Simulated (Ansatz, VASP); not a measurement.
Mg: VASP beside Ansatz

POSCAR

```
Mg
1.0
    1.5926943142      0.9195424911      7.6998773267
   -1.5926943142      0.9195424911      7.6998773267
    0.0000000000     -1.8390849821      7.6998773267
Mg
3
Direct
    0.0000000000      0.0000000000      0.0000000000
    0.2219355900      0.2219355900      0.2219355900
    0.7780644100      0.7780644100      0.7780644100
```

INCAR.step1

```
SYSTEM = Mg
PREC = Accurate
ENCUT = 520
ISMEAR = 0
SIGMA = 0.1
LREAL = .FALSE.
LASPH = .TRUE.
NELM = 80
NBANDS = 10
GGA = PE
ALGO = Normal
EDIFF = 1E-4
LWAVE = .TRUE.
LCHARG = .FALSE.
```

File INCAR.step2:

```
SYSTEM = Mg
PREC = Accurate
ENCUT = 520
EDIFF = 1E-7
ISMEAR = 0
SIGMA = 0.1
LREAL = .FALSE.
LASPH = .TRUE.
NELM = 80
ALGO = Normal
ISIF = 2
LWAVE = .FALSE.
LCHARG = .TRUE.
METAGGA = R2SCAN
LMIXTAU = .TRUE.
LELF = .TRUE.
LVHAR = .TRUE.
NBANDS = 10
ISTART = 1
```

KPOINTS

```
Automatic mesh
0
G
  6 6 6
  0 0 0
```

Input for Ansatz:

```yaml
crystal:
  lattice:
    - [1.5926943142, 0.9195424911, 7.6998773267]
    - [-1.5926943142, 0.9195424911, 7.6998773267]
    - [0.0, -1.8390849821, 7.6998773267]
  atoms:
    - { symbol: Mg, position: [0.0, 0.0, 0.0] }
    - { symbol: Mg, position: [0.22193559, 0.22193559, 0.22193559] }
    - { symbol: Mg, position: [0.77806441, 0.77806441, 0.77806441] }
basis:
  ecutwfc: 500
kpoints:
  mp_grid: { grid: [6, 6, 6] }
hamiltonian:
  xc: r2scan
scf:
  occupations: { method: gaussian, width: 0.1 }
  lower_state_search: "off"
output:
  forces: true
  stress: true
  eigenvalues: true
```

Alike in both runs: task single point; functional r2SCAN; k mesh 6 × 6 × 6; occupations gaussian, width 0.1 eV; no spin polarisation.

```csv
,VASP,Ansatz
version,VASP 6.6.1,Ansatz 0.2.0
potentials or method,"VASP PAW PBE potentials, release 64 (Mg), cutoff 520 eV","scalar-relativistic, plane waves, PAW"
valence electrons in the cell,6,30
```

```csv
,VASP,Ansatz,Ansatz less VASP
gap on the k mesh at the Fermi level (eV),none,none,-
pressure (GPa),-0.1,0.1,+0.27
"traceless stress, the component that is largest in VASP (GPa)",-0.20,-0.20,-0.003
rms of the force components (eV/Å),0.006,0.006,+0.0003
```

VASP's potentials were made for PBE, not for r2SCAN. Atom by atom the forces differ by 0.000 eV/Å (rms over components). A gap of «none» marks a metal or a gap that the smearing closes. VASP's potentials hold 6 valence electrons a cell and Ansatz's 30, so a difference there can come from the potentials and not from the codes.

The k mesh is coarse, so the values compare programs but aren't converged.
